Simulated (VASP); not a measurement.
# Al2O3 (R-3c) in VASP: notebook, part 2 of 2

VASP 6.6.1.

## Step 3: Single point, PBE

This run uses another cell than the first one, of 8.49 Å³/atom, 1.032 times its volume.

INCAR

```
  PREC = Accurate
  ENCUT = 520
  EDIFF = 1E-7
  ISMEAR = 0
  SIGMA = 0.01
  LREAL = False
  LASPH = True
  NELM = 60
  ALGO = Normal
  ISIF = 2
  LWAVE = False
  LCHARG = False
  GGA = PE
  NBANDS = 35
```

KPOINTS

```
regular mesh
0
Gamma
  6 6 6
```

POSCAR

```
Al2O3
1.0
    2.3793614130      1.3737249523      4.3315939890
   -2.3793614130      1.3737249523      4.3315939890
    0.0000000000     -2.7474499046      4.3315939890
Al O
4 6
Direct
    0.8519115234      0.8519115234      0.8519115234
    0.3519115234      0.3519115234      0.3519115234
    0.1480884766      0.1480884766      0.1480884766
    0.6480884766      0.6480884766      0.6480884766
    0.4436339007      0.0563660993      0.7500000000
    0.0563660993      0.7500000000      0.4436339007
    0.5563660993      0.9436339007      0.2500000000
    0.2500000000      0.5563660993      0.9436339007
    0.9436339007      0.2500000000      0.5563660993
    0.7500000000      0.4436339007      0.0563660993
```

Potentials or basis: VASP PAW PBE potentials, release 64 (Al, O).

On the command line:

```console
cat potpaw_PBE.64/Al/POTCAR potpaw_PBE.64/O/POTCAR > POTCAR
mpirun -np 1 vasp_std > vasp.out
```

OUTCAR:

```text
PREC = Accurate
   ENCUT = 520
   EDIFF = 1E-7
   ISMEAR = 0
   LREAL = False
   LASPH = True
   NELM = 60
   ISIF = 2
   GGA = PE

 ion  position               nearest neighbor table
   1  0.852  0.852  0.852-   8 1.86   7 1.86   9 1.86   5 1.97   6 1.97  10 1.97   4 2.65   3 2.79
                             3 2.79   3 2.79   4 3.22   4 3.22   4 3.22
   2  0.352  0.352  0.352-   6 1.86   5 1.86  10 1.86   7 1.97   9 1.97   8 1.97   3 2.65   4 2.79
                             4 2.79   4 2.79   3 3.22   3 3.22   3 3.22
   3  0.148  0.148  0.148-  10 1.86   5 1.86   6 1.86   7 1.97   9 1.97   8 1.97   2 2.65   1 2.79
[... 1142 lines left out ...]
  external PRESSURE =      74.1766829 kB  Pullay stress =       0.0000000 kB

 VOLUME and BASIS-vectors are now :
 -----------------------------------------------------------------------------
  energy-cutoff  :      520.00
  volume of cell :       84.95
      direct lattice vectors                 reciprocal lattice vectors
     2.379361413  1.373724952  4.331593989     0.210140417  0.121324626  0.076953965
    -2.379361413  1.373724952  4.331593989    -0.210140417  0.121324626  0.076953965
     0.000000000 -2.747449905  4.331593989     0.000000000 -0.242649253  0.076953965

 POSITION                                       TOTAL-FORCE (eV/Angst)
 -----------------------------------------------------------------------------------
      0.00000      0.00000     11.07040        -0.000000      0.000000      0.034132
      0.00000      0.00000      4.57301        -0.000000      0.000000      0.034132
      0.00000      0.00000      1.92438        -0.000000      0.000000     -0.034132
      0.00000      0.00000      8.42177        -0.000000      0.000000     -0.034132
      0.92145     -1.37372      5.41449        -0.020112      0.000000     -0.000000
     -1.65041     -0.11114      5.41449         0.010056      0.017417      0.000000
     -0.92145      1.37372      7.58029         0.020112      0.000000     -0.000000
     -0.72896     -1.48486      7.58029        -0.010056      0.017417      0.000000
      1.65041      0.11114      7.58029        -0.010056     -0.017417      0.000000
      0.72896      1.48486      5.41449         0.010056     -0.017417      0.000000
 -----------------------------------------------------------------------------------
    total drift:                                0.000000     -0.000000     -0.000000

  FREE ENERGIE OF THE ION-ELECTRON SYSTEM (eV)
  ---------------------------------------------------
  free  energy   TOTEN  =       -74.7490311875 eV

  energy  without entropy=      -74.7490311875  energy(sigma->0) =      -74.74903119
```

OSZICAR:

```text
N       E                     dE             d eps       ncg     rms          rms(c)
DAV:   1     0.222916416735E+03    0.22292E+03   -0.25436E+04  2240   0.131E+03
DAV:   2    -0.703447311338E+02   -0.29326E+03   -0.28353E+03  2881   0.286E+02
DAV:   3    -0.827134414851E+02   -0.12369E+02   -0.12324E+02  2887   0.597E+01
DAV:   4    -0.828090817853E+02   -0.95640E-01   -0.95581E-01  2808   0.603E+00
DAV:   5    -0.828102551563E+02   -0.11734E-02   -0.11732E-02  2801   0.666E-01    0.176E+01
DAV:   6    -0.746813802661E+02    0.81289E+01   -0.28229E+01  2713   0.284E+01    0.597E+00
DAV:   7    -0.747254488574E+02   -0.44069E-01   -0.90203E-01  2701   0.464E+00    0.329E+00
DAV:   8    -0.747447809762E+02   -0.19332E-01   -0.87985E-02  2677   0.226E+00    0.692E-01
DAV:   9    -0.747484231189E+02   -0.36421E-02   -0.23125E-02  2912   0.819E-01    0.317E-01
DAV:  10    -0.747490618730E+02   -0.63875E-03   -0.78192E-04  2474   0.167E-01    0.760E-02
DAV:  11    -0.747490286476E+02    0.33225E-04   -0.35805E-04  2832   0.108E-01    0.229E-02
DAV:  12    -0.747490317202E+02   -0.30726E-05   -0.19479E-05  2565   0.265E-02    0.575E-03
DAV:  13    -0.747490312254E+02    0.49485E-06   -0.31758E-06  2888   0.986E-03    0.124E-03
DAV:  14    -0.747490311200E+02    0.10537E-06   -0.17150E-07  2008   0.252E-03    0.646E-04
DAV:  15    -0.747490311875E+02   -0.67510E-07   -0.12399E-08  1520   0.729E-04
   1 F= -.74749031E+02 E0= -.74749031E+02  d E =-.361758E-46
```

stdout:

```text
POSCAR found type information on POSCAR AlO
 POSCAR found :  2 types and      10 ions
 scaLAPACK will be used
 LDA part: xc-table for (Slater+PW92), standard interpolation
 POSCAR, INCAR and KPOINTS ok, starting setup
 FFT: planning ... GRIDC
 FFT: planning ... GRID_SOFT
 FFT: planning ... GRID
 WAVECAR not read
 entering main loop
```

Run time: 1.9 min. Hardware: 1 thread of Intel Xeon 6975P-C, shared host; peak memory 0.26 GiB.

What came out:

```yaml
Free_energy: -74.7490 eV
Pressure: 7.4 GPa
Largest_force: 0.034 eV/Å
Band_gap_on_the_k_mesh: 6.24 eV, direct
```

Forces on the atoms (eV/Å):
```
Al   0.000  0.000  0.034
Al   0.000  0.000  0.034
Al   0.000  0.000 -0.034
Al   0.000  0.000 -0.034
O   -0.020  0.000  0.000
O    0.010  0.017  0.000
O    0.020  0.000  0.000
O   -0.010  0.017  0.000
O   -0.010 -0.017  0.000
O    0.010 -0.017  0.000
```

A k mesh can miss the band edges. PBE gaps usually lie below the measured ones, often by a third to a half.

## Step 4: Single point, PBE (volume changed by -3%)

INCAR

```
SYSTEM = Al2O3
  PREC = Accurate
  ENCUT = 520
  EDIFF = 1E-6
  ISMEAR = 0
  SIGMA = 0.01
  LREAL = .FALSE.
  LASPH = .TRUE.
  NELM = 80
  ALGO = Normal
  ISIF = 2
  LWAVE = .FALSE.
  LCHARG = .FALSE.
  GGA = PE
  NBANDS = 35
```

KPOINTS

```
regular mesh
0
G
  6 6 6
  0 0 0
```

POSCAR

```
Al2O3
1.0
    2.3799967670      1.3740917741      4.3303406064
   -2.3799967670      1.3740917741      4.3303406064
    0.0000000000     -2.7481835482      4.3303406064
Al O
4 6
Direct
    0.8521488403      0.8521488403      0.8521488403
    0.3521488403      0.3521488403      0.3521488403
    0.1478511597      0.1478511597      0.1478511597
    0.6478511597      0.6478511597      0.6478511597
    0.4438250151      0.0561749849      0.7500000000
    0.0561749849      0.7500000000      0.4438250151
    0.5561749849      0.9438250151      0.2500000000
    0.2500000000      0.5561749849      0.9438250151
    0.9438250151      0.2500000000      0.5561749849
    0.7500000000      0.4438250151      0.0561749849
```

On the command line:

```console
cat potpaw_PBE.64/Al/POTCAR potpaw_PBE.64/O/POTCAR > POTCAR
mpirun -np 1 vasp_std > vasp.out
```

Run time: 1.7 min. Hardware: 1 thread of Intel Xeon 6975P-C, shared host; peak memory 0.26 GiB.

The run converged. Its results:

```yaml
Free_energy: -74.7502 eV
Pressure: 7.4 GPa
Largest_force: 0.031 eV/Å
Band_gap_on_the_k_mesh: 6.23 eV, direct
```

Forces in eV/Å, atoms in the order of the input:
```
Al   0.000  0.000 -0.012
Al   0.000  0.000 -0.012
Al   0.000  0.000  0.012
Al   0.000  0.000  0.012
O   -0.031  0.000  0.000
O    0.016  0.027  0.000
O    0.031  0.000  0.000
O   -0.016  0.027  0.000
O   -0.016 -0.027  0.000
O    0.016 -0.027  0.000
```

Stress tensor (GPa, compression positive):
```
7.58 0.00 0.00
0.00 7.58 0.00
0.00 0.00 6.97
```

Levels at points of the mesh, in eV from the valence-band top:
```csv
k point,band 20,band 21,band 22,band 23,band 24,band 25,band 26,band 27,band 28,band 29
"(0.00, 0.00, 0.00)",-0.49,-0.49,-0.04,-0.04,0.00,6.23,9.14,10.75,11.54,11.54
"(0.50, 0.00, 0.00)",-1.32,-0.90,-0.90,-0.27,-0.27,9.47,9.47,9.65,9.65,11.78
"(0.50, 0.50, 0.00)",-1.30,-1.02,-0.91,-0.74,-0.25,9.64,9.73,9.94,10.42,11.15
"(0.50, 0.50, 0.50)",-2.00,-0.37,-0.37,-0.37,-0.37,8.68,8.68,11.10,11.10,12.50
```

Caveat: the cell differs from its parent crystal (volume changed by -3%). A k mesh can miss the band edges.

## Step 5: Single point, PBE

This run uses another cell than the first one, of 8.76 Å³/atom, 1.064 times its volume.

INCAR

```
SYSTEM = Al2O3
ALGO = Normal
EDIFF = 1E-6
ENCUT = 520
GGA = PE
ISIF = 2
ISMEAR = 0
LASPH = .True.
LCHARG = .False.
LREAL = .False.
LWAVE = .False.
NBANDS = 35
NELM = 60
PREC = Accurate
SIGMA = 0.01
```

KPOINTS

```
k-points
0
Gamma
  6 6 6
  0 0 0
```

POSCAR, as its differences from that of step 4:

```diff
@@ -2,5 +2,5 @@
 1.0
-    2.3799967670      1.3740917741      4.3303406064
-   -2.3799967670      1.3740917741      4.3303406064
-    0.0000000000     -2.7481835482      4.3303406064
+    2.4042841257      1.3881140872      4.3745308076
+   -2.4042841257      1.3881140872      4.3745308076
+    0.0000000000     -2.7762281744      4.3745308076
 Al O
```

On the command line:

```console
cat potpaw_PBE.64/Al/POTCAR potpaw_PBE.64/O/POTCAR > POTCAR
mpirun -np 1 vasp_std > vasp.out
```

Wall time 1.8 min (1 thread of Intel Xeon 6975P-C, shared host); peak memory 0.26 GiB.

Results (log left out):

```yaml
Free_energy: -74.8122 eV
Pressure: -0.1 GPa
Largest_force: 0.003 eV/Å
Band_gap_on_the_k_mesh: 5.85 eV, direct
```

Forces in eV/Å, atoms in the order of the input:
```
Al   0.000  0.000  0.003
Al   0.000  0.000  0.003
Al   0.000  0.000 -0.003
Al   0.000  0.000 -0.003
O    0.000  0.000  0.000
O    0.000  0.000  0.000
O    0.000  0.000  0.000
O    0.000  0.000  0.000
O    0.000  0.000  0.000
O    0.000  0.000  0.000
```

Levels at points of the mesh, in eV from the valence-band top:
| k point | band 20 | band 21 | band 22 | band 23 | band 24 | band 25 | band 26 | band 27 | band 28 | band 29 |
| --- | --- | --- | --- | --- | --- | --- | --- | --- | --- | --- |
| (0.00, 0.00, 0.00) | -0.46 | -0.46 | -0.03 | -0.03 | 0.00 | 5.85 | 8.90 | 10.36 | 11.27 | 11.27 |
| (0.50, 0.00, 0.00) | -1.28 | -0.86 | -0.86 | -0.25 | -0.25 | 9.13 | 9.13 | 9.35 | 9.35 | 11.60 |
| (0.50, 0.50, 0.00) | -1.25 | -0.97 | -0.87 | -0.70 | -0.23 | 9.35 | 9.49 | 9.61 | 10.14 | 10.90 |
| (0.50, 0.50, 0.50) | -1.92 | -0.35 | -0.35 | -0.35 | -0.35 | 8.35 | 8.35 | 10.84 | 10.84 | 12.08 |

Expect the measured gap to be larger: semilocal functionals such as PBE lack the derivative discontinuity.

## Step 6: Summary

```tsv
cell	gap on the mesh (eV)	pressure (GPa)	largest force (eV/Å)
a = 5.075 Å, angles 55.3°, 10 atoms	6.63	16.1	0.07
a = 5.129 Å, angles 55.3°, 10 atoms	6.23	7.4	0.03
a = 5.181 Å, angles 55.3°, 10 atoms	5.85	-0.1	-
```

Some of these runs hold the atoms at other places in the same cell, which the table doesn't show; runs alike in all that it shows share one row.

Alike in all rows: task single point; level PBE; potentials or basis VASP PAW PBE potentials, release 64 (Al, O); no spin polarisation; k mesh 6 × 6 × 6; cutoff (eV) 520; smearing gaussian 0.01 eV.

Absolute energies hang on the potentials; compare differences alone.
